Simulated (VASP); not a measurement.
# Be4ZnTe (P3) in VASP: a series of runs

The runs below take Be4ZnTe through single point, with PBE.

All numbers are computed with VASP 6.6.1; they aren't measurements. Logs are shortened: lines on timing, memory, paths and dates and some standing lists are left out, and cuts for length are marked.

**1. The cell of the first run**

Symmetry: P3, No. 143, trigonal system. The conventional cell has a = 3.771 Å, b = 3.771 Å, c = 7.146 Å, α = 90.00°, β = 90.00°, γ = 120.00°. Be (site symmetry 1) has 7 Be at 2.17 to 2.28 Å and 1 Zn at 2.40 Å within 2.9 Å. Within 3.0 Å of Be (site symmetry 3) lie 3 Be at 2.28 Å and 3 Te at 2.47 Å. Within 3.3 Å of Zn (site symmetry 3) lie 6 Be at 2.40 to 3.23 Å and 3 Te at 2.99 Å. Te (site symmetry 3) has 6 Be at 2.47 to 3.31 Å and 3 Zn at 2.99 Å within 3.4 Å.

**2. Single point, PBE**

INCAR

```
  PREC = Accurate
  ENCUT = 600
  EDIFF = 1E-6
  ISMEAR = 0
  SIGMA = 0.2
  LREAL = False
  LASPH = True
  NELM = 120
  ALGO = Normal
  ISIF = 2
  LWAVE = False
  LCHARG = True
  GGA = PE
  LELF = True
  LVHAR = True
  NBANDS = 38
  GGA_COMPAT = False
```

KPOINTS

```
Automatic mesh
0
Gamma
  6 6 2
```

POSCAR

```
Be4ZnTe
1.0
    3.7714573132      0.0000000000      0.0000000000
   -1.8857286566      3.2661778425      0.0000000000
    0.0000000000      0.0000000000     14.2924612753
Be Zn Te
8 2 2
Direct
    0.0020036244      0.3338713921      0.2916941588
    0.0020036244      0.3338713921      0.7916941588
    0.3333333333      0.6666666667      0.4246227189
    0.3333333333      0.6666666667      0.9246227189
    0.6661286079      0.6681322323      0.2916941588
    0.6661286079      0.6681322323      0.7916941588
    0.3318677677      0.9979963756      0.2916941588
    0.3318677677      0.9979963756      0.7916941588
    0.6666666667      0.3333333333      0.1492851540
    0.6666666667      0.3333333333      0.6492851540
    0.0000000000      1.0000000000      0.0060096506
    0.0000000000      0.0000000000      0.5060096506
```

Potentials or basis: VASP PAW PBE potentials, release 64 (Be, Zn, Te).

The run is started by

```
cat potpaw_PBE.64/Be/POTCAR potpaw_PBE.64/Zn/POTCAR potpaw_PBE.64/Te/POTCAR > POTCAR
mpirun -np 1 vasp_std > vasp.out
```

OUTCAR:

```text
PREC = Accurate
   ENCUT = 600
   EDIFF = 1E-6
   ISMEAR = 0
   LREAL = False
   LASPH = True
   NELM = 120
   ISIF = 2
   GGA = PE

 ion  position               nearest neighbor table
   1  0.002  0.334  0.292-   7 2.17   5 2.17   5 2.17   7 2.17   7 2.19   5 2.19   3 2.28   9 2.40

   2  0.002  0.334  0.792-   8 2.17   6 2.17   6 2.17   8 2.17   8 2.19   6 2.19   4 2.28  10 2.40

   3  0.333  0.667  0.425-   7 2.28   1 2.28   5 2.28  12 2.47  12 2.47  12 2.47
   4  0.333  0.667  0.925-   8 2.28   2 2.28   6 2.28  11 2.47  11 2.47  11 2.47
   5  0.666  0.668  0.292-   1 2.17   7 2.17   1 2.17   7 2.17   7 2.19   1 2.19   3 2.28   9 2.40
[... 18 lines left out ...]
 A1 = (   3.7714573132,   0.0000000000,   0.0000000000)
 A2 = (  -1.8857286566,   3.2661778425,   0.0000000000)
 A3 = (   0.0000000000,   0.0000000000,  14.2924612753)

Analysis of symmetry for initial positions (statically):
=====================================================================
 Subroutine PRICEL returns following result:

  LATTYP: Found a hexagonal cell.
 ALAT       =     3.7714573132
 C/A-ratio  =     1.8948194409

  Lattice vectors:

 A1 = (   3.7714573132,   0.0000000000,   0.0000000000)
 A2 = (  -1.8857286566,   3.2661778425,   0.0000000000)
 A3 = (   0.0000000000,   0.0000000000,   7.1462306376)

   2 primitive cells build up your supercell.

 Routine SETGRP: Setting up the symmetry group for a
 hexagonal supercell.

 Subroutine GETGRP returns: Found  3 space group operations
 (whereof  3 operations were pure point group operations)
 out of a pool of 24 trial point group operations.

The static configuration has the point symmetry C_3 .

Analysis of symmetry for dynamics (positions and initial velocities):
=====================================================================
 Subroutine PRICEL returns following result:

  LATTYP: Found a hexagonal cell.
 ALAT       =     3.7714573132
 C/A-ratio  =     1.8948194409

  Lattice vectors:

 A1 = (   3.7714573132,   0.0000000000,   0.0000000000)
 A2 = (  -1.8857286566,   3.2661778425,   0.0000000000)
 A3 = (   0.0000000000,   0.0000000000,   7.1462306376)

   2 primitive cells build up your supercell.

 Routine SETGRP: Setting up the symmetry group for a
 hexagonal supercell.

 Subroutine GETGRP returns: Found  3 space group operations
[... 108 lines left out ...]
   ISIF   =      2    stress and relaxation
   ISYM   =      2    0-nonsym 1-usesym 2-fastsym
   POTIM  = 0.5000    time-step for ionic-motion
   TEBEG  =    0.0;   TEEND  =   0.0 temperature during run
   PSTRESS=    0.0 pullay stress
   NELECT =      52.0000    total number of electrons
   NUPDOWN=      -1.0000    fix difference up-down
   EMIN   =  10.00;   EMAX   =-10.00  energy-range for DOS
   EFERMI =   0.00;   METHOD = LEGACY
   ISMEAR =     0;   SIGMA  =   0.20  broadening in eV -4-tet -1-fermi 0-gaus
   EFERMI_NEDOS =   21; number of points for ismear=-14 and -15
   IALGO  =     38    algorithm
   IMIX   =      4    mixing-type and parameters
     AMIX     =   0.40;   BMIX     =  1.00
     AMIX_MAG =   1.60;   BMIX_MAG =  1.00
  volume/ion in A,a.u.               =      14.67        99.01
  Fermi-wavevector in a.u.,A,eV,Ry     =   1.090245  2.060263 16.172337  1.188633
  Thomas-Fermi vector in A             =   2.226465
   LORBIT       =      0    0 simple, 1 ext, 2 COOP (PROOUT), +10 PAW based schemes
   GGA     = PE    functional components
   LHFCALC =     F    Hartree Fock is set to
   AEXX    =    0.0000 exact exchange contribution
   IVDW    =     0    specifies the selected vdW correction
   LEPSILON=     F    determine dielectric tensor
   LRPA    =     F    only Hartree local field effects (RPA)
 non-spin polarized calculation
 Gauss-broadening in eV      SIGMA  =   0.20
  energy-cutoff  :      600.00
  volume of cell :      176.06
 maximum number of plane-waves:      5915
   NGX = 15   NGY = 15   NGZ = 57

 number of electron      52.0000000 magnetization

 Free energy of the ion-electron system (eV)
  ---------------------------------------------------
  ext. energy  EPLUGINS =         0.00000000
  ---------------------------------------------------
  free energy    TOTEN  =       -36.01781492 eV

  energy without entropy =      -35.98406362  energy(sigma->0) =      -36.00093927

 E-fermi :   5.0631     XC(G=0):  -9.8789

 val. band max:        4.9767114654   @ k =   0.1667   0.0000   0.0000
 cond. band min:       5.1429508805   @ k =   0.3333  -0.0000   0.5000
 fundamental gap:      0.1662394152
 Fermi energy:         5.0630607924

 k-point     1 :       0.0000    0.0000    0.0000
  band No.  band energies     occupation
      1      -7.9307      2.00000
      2      -7.9082      2.00000
      3      -3.6329      2.00000
      4      -3.0414      2.00000
      5      -2.4182      2.00000
      6      -2.3740      2.00000
[... 645 lines left out ...]
     37      11.5448      0.00000
     38      12.0571      0.00000

------------------------ aborting loop because EDIFF is reached ----------------------------------------

  FORCE on cell =-STRESS in cart. coord.  units (eV):
  Direction    XX          YY          ZZ          XY          YZ          ZX
  --------------------------------------------------------------------------------------
  -------------------------------------------------------------------------------------
  Total        0.5262076      0.5262076     -0.6999574     -0.0000000      0.0000000      0.0000000
  in kB        4.7886342      4.7886342     -6.3698055     -0.0000002      0.0000000      0.0000000
  external PRESSURE =       1.0691543 kB  Pullay stress =       0.0000000 kB

 VOLUME and BASIS-vectors are now :
 -----------------------------------------------------------------------------
  energy-cutoff  :      600.00
  volume of cell :      176.06
      direct lattice vectors                 reciprocal lattice vectors
     3.771457313  0.000000000  0.000000000     0.265149494  0.153084132  0.000000000
    -1.885728657  3.266177842  0.000000000     0.000000000  0.306168264  0.000000000
     0.000000000  0.000000000 14.292461275     0.000000000  0.000000000  0.069966955

 POSITION                                       TOTAL-FORCE (eV/Angst)
 -----------------------------------------------------------------------------------
     -0.62203      1.09048      4.16903         0.005317     -0.030895      0.020997
     -0.62203      1.09048     11.31526         0.005317     -0.030895      0.020997
     -0.00000      2.17745      6.06890        -0.000000      0.000000     -0.044529
     -0.00000      2.17745     13.21513        -0.000000      0.000000     -0.044529
      1.25236      2.18224      4.16903         0.024097      0.020052      0.020997
      1.25236      2.18224     11.31526         0.024097      0.020052      0.020997
     -0.63033      3.25963      4.16903        -0.029414      0.010843      0.020997
     -0.63033      3.25963     11.31526        -0.029414      0.010843      0.020997
      1.88573      1.08873      2.13365        -0.000000      0.000000      0.014821
      1.88573      1.08873      9.27988        -0.000000      0.000000      0.014821
      0.00000      0.00000      0.08589        -0.000000      0.000000     -0.033283
      0.00000      0.00000      7.23212        -0.000000      0.000000     -0.033283
 -----------------------------------------------------------------------------------
    total drift:                               -0.000000      0.000000     -0.000601

  FREE ENERGIE OF THE ION-ELECTRON SYSTEM (eV)
  ---------------------------------------------------
  free  energy   TOTEN  =       -36.0178149207 eV

  energy  without entropy=      -35.9840636231  energy(sigma->0) =      -36.00093927
```

OSZICAR:

```text
N       E                     dE             d eps       ncg     rms          rms(c)
DAV:   1     0.288885020365E+03    0.28889E+03   -0.22790E+04  1216   0.147E+03
DAV:   2    -0.116955819921E+02   -0.30058E+03   -0.28559E+03  1222   0.324E+02
DAV:   3    -0.413075653372E+02   -0.29612E+02   -0.28312E+02  1520   0.102E+02
DAV:   4    -0.422768512525E+02   -0.96929E+00   -0.96118E+00  1456   0.161E+01
DAV:   5    -0.422929637877E+02   -0.16113E-01   -0.16095E-01  1538   0.219E+00    0.101E+01
DAV:   6    -0.361665507657E+02    0.61264E+01   -0.12516E+01  1668   0.653E+01    0.740E+00
DAV:   7    -0.360547458559E+02    0.11180E+00   -0.51281E+00  1420   0.129E+01    0.355E+00
DAV:   8    -0.360212349757E+02    0.33511E-01   -0.24999E-01  1488   0.296E+00    0.196E+00
DAV:   9    -0.360181094609E+02    0.31255E-02   -0.25173E-02  1724   0.187E+00    0.549E-01
DAV:  10    -0.360177993757E+02    0.31009E-03   -0.55026E-03  1490   0.642E-01    0.858E-02
DAV:  11    -0.360177801391E+02    0.19237E-04   -0.67123E-04  1384   0.166E-01    0.519E-02
DAV:  12    -0.360178141790E+02   -0.34040E-04   -0.12723E-04  1440   0.601E-02    0.217E-02
DAV:  13    -0.360178155428E+02   -0.13638E-05   -0.18141E-05  1394   0.280E-02    0.162E-02
DAV:  14    -0.360178149207E+02    0.62206E-06   -0.23808E-06  1200   0.733E-03
   1 F= -.36017815E+02 E0= -.36000939E+02  d E =-.337513E-01
```

stdout:

```text
POSCAR found type information on POSCAR BeZnTe
 POSCAR found :  3 types and      12 ions
 scaLAPACK will be used
 LDA part: xc-table for (Slater+PW92), standard interpolation
 POSCAR, INCAR and KPOINTS ok, starting setup
 FFT: planning ... GRIDC
 FFT: planning ... GRID_SOFT
 FFT: planning ... GRID
 WAVECAR not read
 entering main loop
```

Run time: 88 s. Hardware: 1 thread of AMD EPYC 9R45 (Zen 5), shared host; peak memory 0.34 GiB.

What came out:

* Free energy: -36.0178 eV
* Pressure: 0.1 GPa
* Largest force: 0.045 eV/Å
* Band gap on the k mesh: zero (bands 26 and 27 overlap by 2.06 eV)

Forces on the atoms (eV/Å):
```
Be   0.005 -0.031  0.021
Be   0.005 -0.031  0.021
Be   0.000  0.000 -0.045
Be   0.000  0.000 -0.045
Be   0.024  0.020  0.021
Be   0.024  0.020  0.021
Be  -0.029  0.011  0.021
Be  -0.029  0.011  0.021
Zn   0.000  0.000  0.015
Zn   0.000  0.000  0.015
Te   0.000  0.000 -0.033
Te   0.000  0.000 -0.033
```

Caveat: spin-orbit coupling is left out, which moves the levels of the heavy elements.

**3. Single point, PBE**

This run uses another cell than the first one: it holds 6 atoms, not 12.

INCAR

```
PREC = Accurate
ENCUT = 600
EDIFF = 1E-6
ISMEAR = 0
SIGMA = 0.1
LREAL = F
LASPH = T
NELM = 120
ALGO = Normal
ISIF = 2
LWAVE = F
LCHARG = F
GGA = PE
NBANDS = 22
GGA_COMPAT = F
```

KPOINTS

```
Automatic mesh
0
Gamma
  12 12 6
```

POSCAR

```
Be4ZnTe
1.0
    3.7714573132      0.0000000000      0.0000000000
   -1.8857286566      3.2661778425      0.0000000000
    0.0000000000      0.0000000000      7.1462306376
Be Zn Te
4 1 1
Direct
    0.0020036244      0.3338713921      0.5833883177
    0.3333333333      0.6666666667      0.8492454378
    0.6661286079      0.6681322323      0.5833883177
    0.3318677677      0.9979963756      0.5833883177
    0.6666666667      0.3333333333      0.2985703080
    0.0000000000      0.0000000000      0.0120193012
```

Potentials or basis: VASP PAW PBE potentials, release 64 (Be, Zn, Te).

The run is started by

```
cat potpaw_PBE.64/Be/POTCAR potpaw_PBE.64/Zn/POTCAR potpaw_PBE.64/Te/POTCAR > POTCAR
mpirun -np 1 vasp_std > vasp.out
```

Wall time 2.8 min (1 thread of AMD EPYC 9R45 (Zen 5), shared host); peak memory 0.46 GiB.

It converged, with:

* Free energy: -17.9955 eV
* Pressure: 0.1 GPa
* Largest force: 0.011 eV/Å
* Band gap on the k mesh: zero (bands 13 and 14 overlap by 2.43 eV)

Forces on the atoms (eV/Å):
```
Be   0.002  0.000  0.002
Be   0.000  0.000 -0.010
Be  -0.001  0.002  0.002
Be  -0.001 -0.002  0.002
Zn   0.000  0.000 -0.008
Te   0.000  0.000  0.011
```

Levels at points of the mesh, in eV from the Fermi level:
| k point | band 9 | band 10 | band 11 | band 12 | band 13 | band 14 | band 15 | band 16 | band 17 | band 18 |
| --- | --- | --- | --- | --- | --- | --- | --- | --- | --- | --- |
| (0.00, 0.00, 0.00) | -1.29 | -0.59 | -0.59 | 1.39 | 1.45 | 1.45 | 1.51 | 1.92 | 3.94 | 3.94 |
| (0.50, 0.00, 0.00) | -4.93 | -4.02 | -2.82 | -2.40 | -1.37 | 1.47 | 1.81 | 3.01 | 3.19 | 4.10 |
| (0.00, 0.00, 0.50) | -4.03 | -0.58 | -0.58 | 1.27 | 1.49 | 1.49 | 1.68 | 3.37 | 3.63 | 3.63 |
| (0.50, 0.00, 0.50) | -5.63 | -2.61 | -2.29 | -1.73 | -0.90 | -0.58 | 0.43 | 2.26 | 3.03 | 4.83 |

Caveat: spin-orbit coupling is left out, which moves the levels of the heavy elements.

The gap in the log of VASP goes by the Fermi energy; the results here count the filled bands.